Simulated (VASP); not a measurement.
Write the native input for VASP 6.6.1 that does the following.

| Quantity | Value |
| --- | --- |
| Task | single point |
| Functional | PBEsol |
| Potentials or basis | VASP PAW PBE potentials, release 64 (Na_pv, F) |
| Cutoff | 520 eV |
| k mesh | 8 × 8 × 8 |
| Occupations | gaussian, width 0.02 eV |
| Spin | no spin polarisation |
| Dipole correction | no |
| Further INCAR settings | ALGO = Normal; EDIFF = 1e-06; NBANDS = 14 |

The structure of NaF lies in POSCAR:

```
NaF
1.0
    0.0000000000      2.3605065567      2.3605065567
    2.3605065567      0.0000000000      2.3605065567
    2.3605065567      2.3605065567      0.0000000000
Na F
1 1
Direct
    0.0000000000      0.0000000000      0.0000000000
    0.5000000000      0.5000000000      0.5000000000
```

This cell differs from its parent crystal: volume scaled by 1.06.

One way to write it, as run:

INCAR

```
ALGO     = Normal         # electronic algorithm
EDIFF    = 1E-6           # SCF threshold, eV
ENCUT    = 520            # plane-wave cutoff, eV
GGA      = PS             # functional
ISIF     = 2              # what is computed and relaxed
ISMEAR   = 0              # smearing method
LASPH    = T              # aspherical terms in the spheres
LCHARG   = F              # write CHGCAR
LREAL    = F              # projectors in reciprocal space
LWAVE    = F              # write WAVECAR
NBANDS   = 14             # bands
NELM     = 100            # most SCF steps
PREC     = Accurate       # precision mode
SIGMA    = 0.02           # smearing width, eV
```

KPOINTS

```
k-points
0
Gamma
  8 8 8
```

Potentials or basis: VASP PAW PBE potentials, release 64 (Na_pv, F).

Run with:

```bash
$ cat potpaw_PBE.64/Na_pv/POTCAR potpaw_PBE.64/F/POTCAR > POTCAR
$ mpirun -np 1 vasp_std > vasp.out
```

Results of the run:

```json
{
  "Pressure": "-2.6 GPa",
  "Band gap on the k mesh": "5.88 eV, direct"
}
```

Caveat: the PAW data sets were made with another functional, which shifts forces and pressure a little.

Run time: 20 s on 1 thread of Intel Xeon 8259CL, with other jobs on the host, peak memory 0.15 GiB.
